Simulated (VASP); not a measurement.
# ZrB2 (P6/mmm) in VASP: a series of runs, part 3 of 3

VASP 6.6.1. Earlier steps stand in the parts before.

## 5. Electric field gradients, PBE (zz strain of +2 %)

INCAR

```
  PREC = Accurate
  ENCUT = 520
  EDIFF = 1E-8
  ISMEAR = -1
  SIGMA = 0.05
  LREAL = F
  LASPH = T
  NELM = 100
  ALGO = Normal
  ISIF = 2
  LWAVE = F
  LCHARG = F
  GGA = PE
  LEFG = T
  NBANDS = 16
```

KPOINTS

```
Automatic mesh
0
Gamma
  12 12 9
```

POSCAR

```
ZrB2
1.0
    3.1649998255      0.0000000000      0.0000000000
   -1.5824999128      2.7409702519      0.0000000000
    0.0000000000      0.0000000000      3.5904000000
Zr B
1 2
Direct
    0.0000000000      0.0000000000      0.0000000000
    0.3333333333      0.6666666667      0.5000000000
    0.6666666667      0.3333333333      0.5000000000
```

Potentials or basis: VASP PAW PBE potentials, release 64 (Zr_sv, B).

Launch:

```sh
> cat potpaw_PBE.64/Zr_sv/POTCAR potpaw_PBE.64/B/POTCAR > POTCAR
> mpirun -np 1 vasp_std > vasp.out
```

OUTCAR:

```text
PREC = Accurate
   ENCUT = 520
   EDIFF = 1E-8
   ISMEAR = -1
   LREAL = F
   LASPH = T
   NELM = 100
   ISIF = 2
   GGA = PE

 ion  position               nearest neighbor table
   1  0.000  0.000  0.000-   2 2.56   3 2.56   2 2.56   3 2.56   3 2.56   3 2.56   2 2.56   2 2.56
                             3 2.56   3 2.56   2 2.56   2 2.56
   2  0.333  0.667  0.500-   3 1.83   3 1.83   3 1.83   1 2.56   1 2.56   1 2.56   1 2.56   1 2.56
                             1 2.56
   3  0.667  0.333  0.500-   2 1.83   2 1.83   2 1.83   1 2.56   1 2.56   1 2.56   1 2.56   1 2.56
                             1 2.56

  LATTYP: Found a hexagonal cell.
 ALAT       =     3.1649998255
 C/A-ratio  =     1.1344076455

  Lattice vectors:

 A1 = (   3.1649998255,   0.0000000000,   0.0000000000)
 A2 = (  -1.5824999128,   2.7409702519,   0.0000000000)
 A3 = (   0.0000000000,   0.0000000000,   3.5904000000)

Analysis of symmetry for initial positions (statically):
=====================================================================
 Subroutine PRICEL returns:
 Original cell was already a primitive cell.

 Routine SETGRP: Setting up the symmetry group for a
 hexagonal supercell.

 Subroutine GETGRP returns: Found 24 space group operations
 (whereof 24 operations were pure point group operations)
 out of a pool of 24 trial point group operations.

The static configuration has the point symmetry D_6h.

Analysis of symmetry for dynamics (positions and initial velocities):
=====================================================================
 Subroutine PRICEL returns:
[... 608 lines left out ...]
      4     -16.0997      2.00000
      5      -0.2671      2.00000
      6       3.9927      2.00000
[... 8 lines left out ...]
     15      17.9108      0.00000
     16      20.7821      0.00000

 [... further k-points ...]

------------------------ aborting loop because EDIFF is reached ----------------------------------------

  FORCE on cell =-STRESS in cart. coord.  units (eV):
  Direction    XX          YY          ZZ          XY          YZ          ZX
  --------------------------------------------------------------------------------------
  -------------------------------------------------------------------------------------
  Total       -0.0549826     -0.0549826     -0.9979436      0.0000000      0.0000000     -0.0000000
  in kB       -2.8282337     -2.8282337    -51.3328912      0.0000000      0.0000000     -0.0000000
  external PRESSURE =     -18.9964529 kB  Pullay stress =       0.0000000 kB

 VOLUME and BASIS-vectors are now :
 -----------------------------------------------------------------------------
  energy-cutoff  :      520.00
  volume of cell :       31.15
      direct lattice vectors                 reciprocal lattice vectors
     3.164999825  0.000000000  0.000000000     0.315955784  0.182417157  0.000000000
    -1.582499913  2.740970252  0.000000000     0.000000000  0.364834313  0.000000000
     0.000000000  0.000000000  3.590400000     0.000000000  0.000000000  0.278520499

 POSITION                                       TOTAL-FORCE (eV/Angst)
 -----------------------------------------------------------------------------------
      0.00000      0.00000      0.00000        -0.000000      0.000000      0.000000
     -0.00000      1.82731      1.79520         0.000000      0.000000      0.000000
      1.58250      0.91366      1.79520        -0.000000      0.000000      0.000000
 -----------------------------------------------------------------------------------
    total drift:                               -0.000000      0.000000      0.000000

  FREE ENERGIE OF THE ION-ELECTRON SYSTEM (eV)
  ---------------------------------------------------
  free  energy   TOTEN  =       -24.9761618316 eV

  energy  without entropy=      -24.9740575970  energy(sigma->0) =      -24.97510971

 Electric field gradients (V/A^2)
---------------------------------------------------------------------
 ion       V_xx      V_yy      V_zz      V_xy      V_xz      V_yz
---------------------------------------------------------------------
   1     -21.418   -21.419    42.837    -0.000    -0.000     0.000
   2      -1.366    -1.366     2.732    -0.000     0.000    -0.000
   3      -1.366    -1.366     2.732    -0.000     0.000     0.000
---------------------------------------------------------------------

 Electric field gradients after diagonalization (V/A^2)
 (convention: |V_zz| > |V_xx| > |V_yy|)
----------------------------------------------------------------------
 ion       V_xx      V_yy      V_zz     asymmetry (V_yy - V_xx)/ V_zz
----------------------------------------------------------------------
   1     -21.419   -21.418    42.837       0.000
   2      -1.366    -1.366     2.732       0.000
   3      -1.366    -1.366     2.732       0.000
----------------------------------------------------------------------

           NMR quadrupolar parameters

 Cq : quadrupolar parameter    Cq=e*Q*V_zz/h
 eta: asymmetry parameters     (V_yy - V_xx)/ V_zz
 Q  : nuclear electric quadrupole moment in mb (millibarn)
----------------------------------------------------------------------
 ion       Cq(MHz)       eta       Q (mb)
----------------------------------------------------------------------
   1       0.104       0.000       1.000
   2       0.007       0.000       1.000
   3       0.007       0.000       1.000
----------------------------------------------------------------------
```

OSZICAR:

```text
N       E                     dE             d eps       ncg     rms          rms(c)
DAV:   1     0.103490273391E+03    0.10349E+03   -0.96688E+03  3040   0.112E+03
DAV:   2    -0.235918768229E+02   -0.12708E+03   -0.12264E+03  4016   0.290E+02
DAV:   3    -0.276493411567E+02   -0.40575E+01   -0.40409E+01  4696   0.448E+01
DAV:   4    -0.277089385303E+02   -0.59597E-01   -0.59592E-01  3776   0.485E+00
DAV:   5    -0.277098595348E+02   -0.92100E-03   -0.92099E-03  4528   0.463E-01    0.207E+01
DAV:   6    -0.250182469953E+02    0.26916E+01   -0.61421E+00  3952   0.162E+01    0.827E+00
DAV:   7    -0.249777918046E+02    0.40455E-01   -0.59429E-01  4168   0.482E+00    0.311E+00
DAV:   8    -0.249802763012E+02   -0.24845E-02   -0.91842E-02  3688   0.240E+00    0.398E-01
DAV:   9    -0.249764841952E+02    0.37921E-02   -0.19578E-02  3848   0.101E+00    0.214E-01
DAV:  10    -0.249761564447E+02    0.32775E-03   -0.18707E-03  3584   0.390E-01    0.360E-02
DAV:  11    -0.249761639138E+02   -0.74692E-05   -0.64940E-05  3744   0.773E-02    0.102E-02
DAV:  12    -0.249761617243E+02    0.21895E-05   -0.33131E-06  3904   0.153E-02    0.618E-03
DAV:  13    -0.249761618275E+02   -0.10318E-06   -0.28525E-07  3880   0.530E-03    0.153E-03
DAV:  14    -0.249761618316E+02   -0.41480E-08   -0.12277E-08  2824   0.113E-03
   1 F= -.24976162E+02 E0= -.24975110E+02  d E =-.210423E-02
```

stdout:

```text
POSCAR found type information on POSCAR ZrB
 POSCAR found :  2 types and       3 ions
 scaLAPACK will be used
 LDA part: xc-table for (Slater+PW92), standard interpolation
 POSCAR, INCAR and KPOINTS ok, starting setup
 FFT: planning ... GRIDC
 FFT: planning ... GRID_SOFT
 FFT: planning ... GRID
 WAVECAR not read
 entering main loop
ion   1

ion   2

ion   3
```

Run time: 67 s. Hardware: 1 thread of Intel Xeon 8259CL, shared host; peak memory 0.17 GiB.

Results:

| Property | Result |
| --- | --- |
| Free energy | -24.9762 eV |
| Pressure | -1.9 GPa |
| Band gap on the k mesh | zero (band 9 reaches 11.06 eV, above the bottom of band 10 at 9.79 eV) |

Stress tensor (GPa, compression positive):
```
-0.28  0.00  0.00
 0.00 -0.28  0.00
 0.00  0.00 -5.13
```

Levels at points of the mesh, in eV from the Fermi level:
```tsv
k point	band 7	band 8	band 9	band 10	band 11	band 12
(0.00, 0.00, 0.00)	-2.56	-2.56	-2.56	3.28	3.28	3.90
(0.50, 0.00, 0.00)	-4.03	-3.08	-2.71	2.08	2.17	4.83
```

Electric field gradients, principal values (V/Å²):
| atom | least | middle | greatest (by size) |
| --- | --- | --- | --- |
| 1 Zr | -21.418 | -21.419 | 42.837 |
| 2 B | -1.366 | -1.366 | 2.732 |
| 3 B | -1.366 | -1.366 | 2.732 |

Caveat: the cell differs from its parent crystal (zz strain of +2 %); without QUAD_EFG the Cq values of the log hold for a quadrupole moment of 1 mb, not for the nuclei.

## 6. The runs side by side

| cell | cutoff (eV) | gap on the mesh (eV) | pressure (GPa) |
| --- | --- | --- | --- |
| a = 3.197, b = 3.197, c = 3.520 Å, angles 90.0, 90.0, 120.0°, 3 atoms | 420 | none | -2.3 |
| a = 3.165, b = 3.165, c = 3.485 Å, angles 90.0, 90.0, 120.0°, 3 atoms | 520 | none | 5.0 |
| a = 3.165, b = 3.165, c = 3.590 Å, angles 90.0, 90.0, 120.0°, 3 atoms | 520 | none | -1.9 |

Alike in all rows: task electric field gradients; level PBE; potentials or basis VASP PAW PBE potentials, release 64 (Zr_sv, B); no spin polarisation; k mesh 12 × 12 × 9; smearing fermi-dirac 0.05 eV.

Total energies depend on the potentials used, so only differences within one code and one set of settings carry meaning.
